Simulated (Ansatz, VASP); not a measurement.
## SiC in VASP and in Ansatz

```
CELL_PARAMETERS angstrom
3.03893 0.00000 0.00000
-1.51946 2.63179 0.00000
0.00000 0.00000 5.25279
ATOMIC_POSITIONS crystal
Si 0.33333 0.66667 0.00456
Si 0.66667 0.33333 0.50456
C 0.33333 0.66667 0.38044
C 0.66667 0.33333 0.88044
```

Alike in both runs: task single point; functional PBE; k mesh 12 × 12 × 6; occupations gaussian, width 0.05 eV; no spin polarisation.

|  | VASP | Ansatz |
| --- | --- | --- |
| version | VASP 6.6.1 | Ansatz 0.2.0 |
| potentials or method | VASP PAW PBE potentials, release 64 (Si, C), cutoff 520 eV | scalar-relativistic, plane waves, PAW |
| valence electrons in the cell | 16 | 16 |

Ansatz gave:

| Property | Result |
| --- | --- |
| gap on the k mesh at the Fermi level (eV) | 2.11 |
| least direct gap on the mesh (eV) | 4.40 |
| pressure (GPa) | 0.9 |
| traceless stress, the component that is largest in VASP (GPa) | -17.89 |
| rms of the force components (eV/Å) | 0.198 |

**Question.** What did VASP give for the same quantities?

**Answer.** gap on the k mesh at the Fermi level (eV): 2.11; least direct gap on the mesh (eV): 4.39; pressure (GPa): 0.9; traceless stress, the component that is largest in VASP (GPa): -17.97; rms of the force components (eV/Å): 0.197.

Atom by atom the forces differ by 0.000 eV/Å (rms over components). With one functional, cell and mesh, what is left measures potentials, basis and numerics.
